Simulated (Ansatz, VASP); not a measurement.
**Sr in VASP and in Ansatz**

Contents of POSCAR:

```
Sr
1.0
   -2.4613750000      2.4613750000      2.4250000000
    2.4613750000     -2.4613750000      2.4250000000
    2.4613750000      2.4613750000     -2.4250000000
Sr
1
Direct
    0.0000000000      0.0000000000      0.0000000000
```

The input INCAR.step1:

```
SYSTEM = Sr
  ALGO = Normal
  EDIFF = 1E-4
  ENCUT = 520
  GGA = PE
  ISMEAR = 0
  LASPH = .TRUE.
  LCHARG = .FALSE.
  LREAL = .FALSE.
  LWAVE = .TRUE.
  NBANDS = 11
  NELM = 80
  PREC = Accurate
  SIGMA = 0.15
```

File INCAR.step2:

```
SYSTEM = Sr
  ALGO = Normal
  EDIFF = 1E-6
  ENCUT = 520
  ISIF = 2
  ISMEAR = 0
  ISTART = 1
  LASPH = .TRUE.
  LCHARG = .FALSE.
  LMIXTAU = .TRUE.
  LREAL = .FALSE.
  LWAVE = .FALSE.
  METAGGA = R2SCAN
  NBANDS = 11
  NELM = 80
  PREC = Accurate
  SIGMA = 0.15
```

The input KPOINTS:

```
k-points
0
G
  14 14 14
  0 0 0
```

Input for Ansatz:

```yaml
crystal:
  lattice:
    - [-2.461375, 2.461375, 2.425]
    - [2.461375, -2.461375, 2.425]
    - [2.461375, 2.461375, -2.425]
  atoms:
    - { symbol: Sr, position: [0.0, 0.0, 0.0] }
basis:
  ecutwfc: 500
kpoints:
  mp_grid: { grid: [14, 14, 14] }
hamiltonian:
  xc: r2scan
scf:
  occupations: { method: gaussian, width: 0.15 }
output:
  forces: true
  stress: true
  eigenvalues: true
```

Change from the starting cell: strain +0.015 along x and y, +0.000 along z, atoms carried along.

Alike in both runs: task single point; functional r2SCAN; k mesh 14 × 14 × 14; occupations gaussian, width 0.15 eV; no spin polarisation.

|  | VASP | Ansatz |
| --- | --- | --- |
| version | VASP 6.6.1 | Ansatz 0.2.0 |
| potentials or method | VASP PAW PBE potentials, release 64 (Sr_sv), cutoff 520 eV | scalar-relativistic, plane waves, PAW |
| valence electrons in the cell | 10 | 10 |

|  | VASP | Ansatz | Ansatz less VASP |
| --- | --- | --- | --- |
| gap on the k mesh at the Fermi level (eV) | none | none | - |
| pressure (GPa) | -0.5 | -0.5 | 0.00 |

VASP's potentials were made for PBE, not for r2SCAN. A gap of «none» marks a metal or a gap that the smearing closes. The functional is the same, so the differences come from potentials, cutoffs and numerics.
